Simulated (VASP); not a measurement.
Set up this calculation in VASP 6.6.1, as the native input.

| Item | Value |
| --- | --- |
| Task | single point |
| Functional | PBE |
| Potentials or basis | VASP PAW PBE potentials, release 64 (Cu, F) |
| Cutoff | 520 eV |
| k mesh | 9 × 9 × 4 |
| Occupations | fermi-dirac, width 0.02 eV |
| Spin | collinear spin, zero start |
| Starting moments | [0.0, 0.0, 0.0, 0.0] μB |
| Dipole correction | no |
| Further INCAR settings | ALGO = Normal; EDIFF = 1e-06; NBANDS = 30 |

The structure of CuF lies in POSCAR:

```
CuF
1.0
    2.7625361970      0.0000000000      0.0000000000
   -1.3812680985      2.3924265254      0.0000000000
    0.0000000000      0.0000000000      6.4019833364
Cu F
2 2
Direct
    0.0000000000      0.0000000000      0.0000000000
    0.0000000000      0.0000000000      0.5000000000
    0.3333333333      0.6666666667      0.2500000000
    0.6666666667      0.3333333333      0.7500000000
```

These files were run (other wordings do the same):

INCAR

```
PREC = Accurate
ENCUT = 520
EDIFF = 1E-6
ISMEAR = -1
SIGMA = 0.02
LREAL = F
LASPH = T
NELM = 150
ALGO = Normal
ISIF = 2
LWAVE = F
LCHARG = F
ISPIN = 2
MAGMOM = 0 0 0 0
LORBIT = 11
LMAXMIX = 4
GGA = PE
NBANDS = 30
```

KPOINTS

```
Automatic mesh
0
Gamma
  9 9 4
```

Potentials or basis: VASP PAW PBE potentials, release 64 (Cu, F).

Launch:

```console
$ cat potpaw_PBE.64/Cu/POTCAR potpaw_PBE.64/F/POTCAR > POTCAR
$ mpirun -np 1 vasp_std > vasp.out
```

It gave:

| Property | Result |
| --- | --- |
| Pressure | 6.1 GPa |
| Band gap on the k mesh | zero (filled and empty bands overlap) |
| Net moment | 0.00 μB per cell |
| Valence electrons inside the program's atomic spheres | Cu 9.79; F 6.04 |

Caveat: semilocal functionals often make such compounds metallic where correlation or magnetic order opens a gap, which also shifts bond lengths.

Run time: 3.3 min on 1 thread of AMD EPYC 7R13 (shared host), peak memory 0.19 GiB.
